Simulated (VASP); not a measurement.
# Ni (Fm-3m) in VASP: further runs, part 2 of 2

VASP 6.6.1. The steps go on from the part before.

### 3 Single point, PBEsol, collinear spin, ferromagnetic start

Input file INCAR:

```
SYSTEM = Ni
  ALGO = Normal
  EDIFF = 1E-7
  ENCUT = 520
  GGA = PS
  ISIF = 2
  ISMEAR = -1
  ISPIN = 2
  LASPH = .TRUE.
  LCHARG = .FALSE.
  LMAXMIX = 4
  LORBIT = 11
  LREAL = .FALSE.
  LWAVE = .FALSE.
  MAGMOM = 0.6
  NBANDS = 15
  NELM = 150
  PREC = Accurate
  SIGMA = 0.05
```

Input file KPOINTS:

```
k-points
0
G
  16 16 16
  0 0 0
```

Input file POSCAR:

```
Ni
1.0
    0.0000000000      1.7309460158      1.7309460158
    1.7309460158      0.0000000000      1.7309460158
    1.7309460158      1.7309460158      0.0000000000
Ni
1
Direct
    0.0000000000      0.0000000000      0.0000000000
```

Potentials or basis: VASP PAW PBE potentials, release 64 (Ni).

On the command line:

```console
$ cat potpaw_PBE.64/Ni/POTCAR > POTCAR
$ mpirun -np 1 vasp_std > vasp.out
```

OUTCAR:

```text
SYSTEM = Ni
   EDIFF = 1E-7
   ENCUT = 520
   GGA = PS
   ISIF = 2
   ISMEAR = -1
   ISPIN = 2
   LASPH = .TRUE.
   LORBIT = 11
   LREAL = .FALSE.
   NELM = 150
   PREC = Accurate

 ion  position               nearest neighbor table
   1  0.000  0.000  0.000-

  LATTYP: Found a face centered cubic cell.
 ALAT       =     3.4618920316

  Lattice vectors:

 A1 = (   0.0000000000,   1.7309460158,   1.7309460158)
 A2 = (   1.7309460158,   0.0000000000,   1.7309460158)
 A3 = (   1.7309460158,   1.7309460158,   0.0000000000)

Analysis of symmetry for initial positions (statically):
=====================================================================
 Subroutine PRICEL returns:
 Original cell was already a primitive cell.

 Routine SETGRP: Setting up the symmetry group for a
 face centered cubic supercell.

 Subroutine GETGRP returns: Found 48 space group operations
 (whereof 48 operations were pure point group operations)
 out of a pool of 48 trial point group operations.

The static configuration has the point symmetry O_h .

Analysis of symmetry for dynamics (positions and initial velocities):
=====================================================================
 Subroutine PRICEL returns:
 Original cell was already a primitive cell.

 Routine SETGRP: Setting up the symmetry group for a
 face centered cubic supercell.

 Subroutine GETGRP returns: Found 48 space group operations
 (whereof 48 operations were pure point group operations)
 out of a pool of 48 trial point group operations.

The dynamic configuration has the point symmetry O_h .

Analysis of structural, dynamic, and magnetic symmetry:
=====================================================================
 Subroutine PRICEL returns:
 Original cell was already a primitive cell.

 Routine SETGRP: Setting up the symmetry group for a
 face centered cubic supercell.

 Subroutine GETGRP returns: Found 48 space group operations
 (whereof 48 operations were pure point group operations)
 out of a pool of 48 trial point group operations.

The overall configuration has the point symmetry O_h .

[... 152 lines left out ...]
 spin component 1

 k-point     1 :       0.0000    0.0000    0.0000
  band No.  band energies     occupation
      1       0.4822      1.00000
      2       7.3528      1.00000
      3       7.3528      1.00000
      4       7.3528      1.00000
      5       8.6037      1.00000
      6       8.6037      1.00000
      7      33.9796      0.00000
      8      38.1978      0.00000
      9      38.1978      0.00000
     10      38.1978      0.00000
     11      41.2866      0.00000
     12      41.2866      0.00000
     13      41.2866      0.00000
     14      44.1880      0.00000
[... 403 lines left out ...]
      4       7.4618      1.00000
      5       8.5123      1.00000
      6       8.6195      1.00000
      7      32.7197      0.00000
      8      34.5496      0.00000
      9      36.8654      0.00000
     10      38.7897      0.00000
     11      41.4532      0.00000
     12      41.4573      0.00000
     13      44.4900      0.00000
     14      47.0047      0.00000
     15      47.2361      0.00000

 [... further k-points ...]

 spin component 2

 k-point     1 :       0.0000    0.0000    0.0000
  band No.  band energies     occupation
      1       0.4712      1.00000
      2       8.0322      1.00000
      3       8.0322      1.00000
      4       8.0322      1.00000
      5       9.1750      1.00000
      6       9.1750      1.00000
      7      33.8756      0.00000
      8      38.1931      0.00000
      9      38.1931      0.00000
     10      38.1931      0.00000
     11      41.4019      0.00000
     12      41.4019      0.00000
     13      41.4019      0.00000
     14      44.1024      0.00000
[... 403 lines left out ...]
      4       8.1419      1.00000
      5       9.0784      1.00000
      6       9.1924      1.00000
      7      32.7141      0.00000
      8      34.5843      0.00000
      9      36.8611      0.00000
     10      38.7861      0.00000
     11      41.4736      0.00000
     12      41.5631      0.00000
     13      44.5027      0.00000
     14      47.1631      0.00000
     15      47.2374      0.00000

 [... further k-points ...]
[... 5 lines left out ...]
  --------------------------------------------------------------------------------------
  -------------------------------------------------------------------------------------
  Total       -0.0018712     -0.0018712     -0.0018712     -0.0000000      0.0000000      0.0000000
  in kB       -0.2890362     -0.2890362     -0.2890362     -0.0000000      0.0000000      0.0000000
  external PRESSURE =      -0.2890362 kB  Pullay stress =       0.0000000 kB

 VOLUME and BASIS-vectors are now :
 -----------------------------------------------------------------------------
  energy-cutoff  :      520.00
  volume of cell :       10.37
      direct lattice vectors                 reciprocal lattice vectors
     0.000000000  1.730946016  1.730946016    -0.288859384  0.288859384  0.288859384
     1.730946016  0.000000000  1.730946016     0.288859384 -0.288859384  0.288859384
     1.730946016  1.730946016  0.000000000     0.288859384  0.288859384 -0.288859384

 POSITION                                       TOTAL-FORCE (eV/Angst)
 -----------------------------------------------------------------------------------
      0.00000      0.00000      0.00000         0.000000      0.000000     -0.000000
 -----------------------------------------------------------------------------------
    total drift:                                0.000000      0.000000     -0.000000

  FREE ENERGIE OF THE ION-ELECTRON SYSTEM (eV)
  ---------------------------------------------------
  free  energy   TOTEN  =        -6.1431860043 eV

  energy  without entropy=       -6.1298487151  energy(sigma->0) =       -6.13651736

 total charge

# of ion       s       p       d       tot
------------------------------------------
    1        0.520   0.546   8.336   9.403

 magnetization (x)

# of ion       s       p       d       tot
------------------------------------------
    1       -0.007  -0.024   0.622   0.592
```

stdout:

```text
POSCAR found type information on POSCAR Ni
 POSCAR found :  1 types and       1 ions
 scaLAPACK will be used
 -----------------------------------------------------------------------------
|                                                                             |
|                                                                             |
|     You enforced a specific xc type in the INCAR file but a different       |
|     I HOPE YOU KNOW WHAT YOU ARE DOING!                                     |
|                                                                             |
 -----------------------------------------------------------------------------

 LDA part: xc-table for (Slater+PW92), standard interpolation
 POSCAR, INCAR and KPOINTS ok, starting setup
 FFT: planning ... GRIDC
 FFT: planning ... GRID_SOFT
 FFT: planning ... GRID
 WAVECAR not read
 entering main loop
```

It took 25 s on 1 thread of Intel Xeon 6975P-C (Granite Rapids), shared host; peak memory 0.14 GiB.

What came out:

```yaml
Free_energy: -6.1432 eV
Pressure: 0.0 GPa
Net_moment: 0.59 μB per cell
Site_moments: Ni +0.59 μB
Valence_electrons_inside_the_program's_atomic_spheres: Ni 9.40
```

Caveat: the PAW data sets were made with another functional, which shifts forces and pressure a little.

### 4 Single point, PBEsol, collinear spin, ferromagnetic start

Input file INCAR:

```
PREC = Accurate
ENCUT = 520
EDIFF = 1E-6
ISMEAR = -1
SIGMA = 0.05
LREAL = False
LASPH = True
NELM = 150
ALGO = Normal
ISIF = 2
LWAVE = False
LCHARG = False
ISPIN = 2
MAGMOM = 0.6
LORBIT = 11
LMAXMIX = 4
GGA = PS
NBANDS = 15
```

Input file KPOINTS:

```
Automatic mesh
0
Gamma
  16 16 16
```

POSCAR is that of step 3.

On the command line:

```console
$ cat potpaw_PBE.64/Ni/POTCAR > POTCAR
$ mpirun -np 1 vasp_std > vasp.out
```

Run time: 19 s. Hardware: 1 thread of Intel Xeon 6975P-C (Granite Rapids), shared host; peak memory 0.15 GiB.

It converged, with:

* Free energy: -6.1432 eV
* Pressure: -0.1 GPa
* Net moment: 0.59 μB per cell
* Site moments: Ni +0.59 μB
* Valence electrons inside the program's atomic spheres: Ni 9.40

Levels at points of the mesh, in eV from the Fermi level:
Spin up:
```tsv
k point	band 1	band 2	band 3	band 4	band 5	band 6	band 7	band 8	band 9	band 10
(0.00, 0.00, 0.00)	-9.40	-2.53	-2.53	-2.53	-1.27	-1.27	24.10	28.32	28.32	28.32
(0.50, 0.00, 0.00)	-5.11	-2.52	-2.52	-0.55	-0.55	-0.43	6.01	22.57	25.46	25.46
(0.50, 0.50, 0.00)	-4.95	-4.44	-0.51	-0.40	-0.40	2.42	9.64	15.22	15.22	20.31
```
Spin down:
```
           k point  band 3  band 4  band 5  band 6  band 7  band 8
(0.00, 0.00, 0.00)   -1.85   -1.85   -0.70   -0.70   24.00   28.31
(0.50, 0.00, 0.00)   -1.94   -0.46    0.15    0.15    6.40   22.47
(0.50, 0.50, 0.00)    0.09    0.38    0.38    2.41    9.89   15.24
```

Caveat: the PAW data sets were made with another functional, which shifts forces and pressure a little.

### 5 Relaxation of cell and atoms, PBEsol, collinear spin, ferromagnetic start

This run uses another cell than the first one, of 10.94 Å³/atom, 1.055 times its volume.

Input file INCAR:

```
SYSTEM = Ni
  ALGO = Normal
  EDIFF = 1E-6
  EDIFFG = -0.002
  ENCUT = 600
  GGA = PS
  IBRION = 2
  ISIF = 3
  ISMEAR = -1
  ISPIN = 2
  LASPH = .TRUE.
  LCHARG = .FALSE.
  LMAXMIX = 4
  LORBIT = 11
  LREAL = .FALSE.
  LWAVE = .FALSE.
  MAGMOM = 1.5
  NELM = 150
  NSW = 100
  PREC = Accurate
  SIGMA = 0.05
```

Input file KPOINTS:

```
k-points
0
G
  16 16 16
  0 0 0
```

Input file POSCAR:

```
Ni
1.0
    0.0000000000      1.7619350000      1.7619350000
    1.7619350000      0.0000000000      1.7619350000
    1.7619350000      1.7619350000      0.0000000000
Ni
1
Direct
    0.0000000000      0.0000000000      0.0000000000
```

On the command line:

```console
$ cat potpaw_PBE.64/Ni/POTCAR > POTCAR
$ mpirun -np 1 vasp_std > vasp.out
```

Run time: 52 s. Hardware: 1 thread of Intel Xeon 6975P-C (Granite Rapids), shared host; peak memory 0.16 GiB.

Results (log left out):

- Free energy: -6.1434 eV
- Relaxed volume: 10.37 Å³/atom
- Relaxed cell: a = 2.447 Å, b = 2.447 Å, c = 2.447 Å, α = 60.00°, β = 60.00°, γ = 60.00°
- Space group after relaxing (to 0.05 Å): Fm-3m (No. 225)
- Energy gained by relaxing: 20.3 meV/atom
- Ionic steps: 6
- Pressure after relaxing: 0.0 GPa
- Net moment: 0.59 μB per cell
- Site moments: Ni +0.59 μB
- Valence electrons inside the program's atomic spheres: Ni 9.40

The path:
```tsv
step	energy change (eV)	largest force (eV/Å)	pressure (GPa)	volume (Å³)
1	0.0000	0.0000	-10.73	10.94
2	0.0025	0.0000	14.16	9.82
3	-0.0203	0.0000	-0.11	10.37
4	-0.0203	0.0000	0.13	10.36
5	-0.0203	0.0000	-0.06	10.37
6	-0.0203	0.0000	-0.02	10.37
```

Final structure:
```
Ni
1.0
     0.00000    1.73064    1.73064
     1.73064    0.00000    1.73064
     1.73064    1.73064    0.00000
Ni
1
Cartesian
  1.7306 1.7306 0.0000
```

Levels at points of the mesh, in eV from the Fermi level:
Spin up:
| k point | band 1 | band 2 | band 3 | band 4 | band 5 | band 6 | band 7 | band 8 | band 9 | band 10 |
| --- | --- | --- | --- | --- | --- | --- | --- | --- | --- | --- |
| (0.00, 0.00, 0.00) | -9.40 | -2.53 | -2.53 | -2.53 | -1.28 | -1.28 | 24.11 | 28.33 | 28.33 | 28.33 |
| (0.50, 0.00, 0.00) | -5.11 | -2.52 | -2.52 | -0.55 | -0.55 | -0.43 | 6.01 | 22.58 | 25.47 | 25.47 |
| (0.50, 0.50, 0.00) | -4.95 | -4.44 | -0.51 | -0.40 | -0.40 | 2.42 | 9.64 | 15.22 | 15.22 | 20.32 |
Spin down:
| k point | band 3 | band 4 | band 5 | band 6 | band 7 | band 8 |
| --- | --- | --- | --- | --- | --- | --- |
| (0.00, 0.00, 0.00) | -1.85 | -1.85 | -0.70 | -0.70 | 24.00 | 28.32 |
| (0.50, 0.00, 0.00) | -1.94 | -0.46 | 0.15 | 0.15 | 6.41 | 22.47 |
| (0.50, 0.50, 0.00) | 0.09 | 0.38 | 0.38 | 2.41 | 9.90 | 15.25 |

Caveat: the PAW data sets were made with another functional, which shifts forces and pressure a little.
